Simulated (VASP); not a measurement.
K: single point with PBE+D4

K:

```xyz
1
Lattice="-2.7331 2.7331 2.7331 2.7331 -2.7331 2.7331 2.7331 2.7331 -2.7331" Properties=species:S:1:pos:R:3 pbc="T T T"
K     0.0000    0.0000    0.0000
```

```
Program             : VASP 6.6.1
Task                : single point
Functional          : PBE
Dispersion          : D4
Potentials or basis : VASP PAW PBE potentials, release 64 (K_sv)
Cutoff              : 500 eV
k mesh              : 7 × 7 × 7
Occupations         : methfessel-paxton, width 0.05 eV
Spin                : collinear spin
Starting moments    : [-0.47] μB
```

```
Pressure                                              : -0.5 GPa
Net moment                                            : 0.04 μB per cell
Valence electrons inside the program's atomic spheres : K 7.54
Dispersion energy per atom                            : -0.061 eV
```

Levels at points of the mesh, in eV from the Fermi level:
Spin up:
```csv
k point,band 2,band 3,band 4,band 5,band 6,band 7,band 8,band 9
"(0.00, 0.00, 0.00)",-15.62,-15.62,-15.62,-1.99,4.22,4.22,4.22,5.07
```
Spin down:
```csv
k point,band 3,band 4,band 5,band 6,band 7,band 8
"(0.00, 0.00, 0.00)",-15.61,-15.61,-1.95,4.24,4.24,4.24
```

Wall time 52 s on 1 thread of Intel Xeon 8259CL, on a shared host, peak memory 0.24 GiB.
